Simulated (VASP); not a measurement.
## Si16Ni (a cell with a defect): single point with r2SCAN

System: Si16Ni (a cell with a defect).

```xyz
17
Lattice="0.0000 5.4437 -5.4437 5.4437 5.4437 0.0000 5.4437 0.0000 -5.4437" Properties=species:S:1:pos:R:3 pbc="T T T"
Si    1.3826    1.3509   -1.3509
Si    4.1549    4.1680   -1.3029
Si    1.5764    3.9247   -3.9245
Si    4.0858    6.8476   -4.1018
Si    4.1547    1.3030   -4.1678
Si    6.7896    4.0919   -4.0919
Si    4.0858    4.1018   -6.8475
Si    6.7777    6.8310   -6.8309
Si    5.4580    5.4911   -2.7486
Si    2.9533    2.5942   -2.5939
Si    5.5438    8.2011   -5.3640
Si    2.7657    5.3846   -5.3845
Si    8.1189    5.4625   -5.4624
Si    5.4580    2.7485   -5.4911
Si    8.1559    8.1786   -8.1785
Si    5.5438    5.3641   -8.2009
Ni    0.3480   -0.1892    0.1898
```

```yaml
Program: VASP 6.6.1
Task: single point
Functional: r2SCAN
Potentials_or_basis: VASP PAW PBE potentials, release 64 (Si, Ni)
Cutoff: 520 eV
k_mesh: 2 × 2 × 2
Occupations: gaussian, width 0.02 eV
Spin: no spin polarisation
```

| Item | Value |
| --- | --- |
| Pressure | 0.3 GPa |
| Largest force | 0.067 eV/Å |
| Band gap on the k mesh | 0.58 eV |

Forces on the atoms (eV/Å):
```
Si  -0.035 -0.025  0.026
Si   0.008 -0.004 -0.006
Si   0.032 -0.038  0.038
Si  -0.006  0.012 -0.017
Si   0.007  0.006  0.004
Si   0.004  0.013 -0.013
Si  -0.006  0.017 -0.012
Si   0.008  0.019 -0.019
Si  -0.013  0.012 -0.031
Si  -0.010 -0.028  0.028
Si   0.013 -0.005 -0.002
Si   0.009 -0.005  0.005
Si   0.006  0.020 -0.020
Si  -0.013  0.031 -0.012
Si   0.006  0.016 -0.016
Si   0.013  0.003  0.005
Ni  -0.022 -0.045  0.045
```

Stress tensor (GPa, compression positive):
```
 0.51 -0.54  0.54
-0.54  0.13 -0.70
 0.54 -0.70  0.13
```

Levels at points of the mesh, in eV from the valence-band top:
```csv
k point,band 35,band 36,band 37,band 38,band 39,band 40
"(0.00, 0.00, 0.00)",-0.22,-0.06,0.00,0.58,0.94,0.95
"(0.50, 0.00, 0.00)",-0.66,-0.25,-0.16,0.89,1.65,1.68
"(0.00, 0.50, 0.00)",-0.58,-0.30,-0.20,1.10,1.44,1.68
"(0.00, 0.00, 0.50)",-0.58,-0.31,-0.20,1.10,1.44,1.68
"(0.50, 0.50, 0.50)",-0.54,-0.38,-0.24,1.12,1.50,1.66
"(0.50, 0.50, 0.00)",-0.93,-0.83,-0.25,1.09,1.47,2.41
"(0.00, 0.50, 0.50)",-0.98,-0.77,-0.17,1.09,1.49,2.42
"(0.50, 0.00, 0.50)",-0.93,-0.83,-0.25,1.09,1.47,2.41
```

Run time: 13 min on 1 thread of AMD EPYC 7R13 Processor (Zen 3), with other jobs on the host, peak memory 0.54 GiB.

Caveat: the k points lie up to 0.50 Å⁻¹ apart; the PAW data sets were made with another functional, which shifts forces and pressure a little. Spin polarisation is off, so any magnetic state and its effect on volume and gap are missing.
